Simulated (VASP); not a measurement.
Set up this calculation in VASP 6.6.1, as the native input.

| Quantity | Value |
| --- | --- |
| Task | single point |
| Functional | PBE |
| Potentials or basis | VASP PAW PBE potentials, release 64 (In_d, O) |
| Cutoff | 520 eV |
| k mesh | 12 × 12 × 4 |
| Occupations | fermi-dirac, width 0.02 eV |
| Spin | non-collinear spin, zero start, spin-orbit coupling |
| Starting moments | [[0.0, 0.0, 0.0], [0.0, 0.0, 0.0], [0.0, 0.0, 0.0], [0.0, 0.0, 0.0], [0.0, 0.0, 0.0]] μB |
| Dipole correction | no |
| Further INCAR settings | ALGO = Normal; EDIFF = 1e-07; NBANDS = 59 |

The structure of In2O3 lies in POSCAR:

```
In2O3
1.0
    3.4198147543      0.0000000000      0.0000000000
   -1.7099073772      2.9616464535      0.0000000000
    0.0000000000      0.0000000000      6.0963728731
In O
2 3
Direct
    0.3333333333      0.6666666667      0.2370774608
    0.6666666667      0.3333333333      0.7629225392
    0.0000000000      0.0000000000      0.0000000000
    0.3333333333      0.6666666667      0.6542361063
    0.6666666667      0.3333333333      0.3457638937
```

One way to write it, as run:

INCAR

```
  ALGO = Normal
  EDIFF = 1E-7
  ENCUT = 520
  GGA = PE
  GGA_COMPAT = F
  ISIF = 2
  ISMEAR = -1
  LASPH = T
  LCHARG = T
  LORBIT = 11
  LORBMOM = T
  LREAL = F
  LSORBIT = T
  LVHAR = T
  LWAVE = F
  MAGMOM = 0 0 0 0 0 0 0 0 0 0 0 0 0 0 0
  NBANDS = 59
  NELM = 150
  PREC = Accurate
  SIGMA = 0.02
```

KPOINTS

```
k-points
0
Gamma
  12 12 4
```

Potentials or basis: VASP PAW PBE potentials, release 64 (In_d, O).

Run with:

```bash
$ cat potpaw_PBE.64/In_d/POTCAR potpaw_PBE.64/O/POTCAR > POTCAR
$ mpirun -np 1 vasp_ncl > vasp.out
```

Results of the run:

```json
{
  "Pressure": "7.1 GPa",
  "Largest force": "0.202 eV/Å",
  "Net moment": "0.00 μB per cell",
  "Valence electrons inside the program's atomic spheres": "In 11.33; O 4.94, 5.04 (each value once)"
}
```

Caveat: the cell stands under pressure.

It took 19 min on 1 thread of Oxide Virtual Turin-like Processor, with other jobs on the host, peak memory 0.51 GiB.
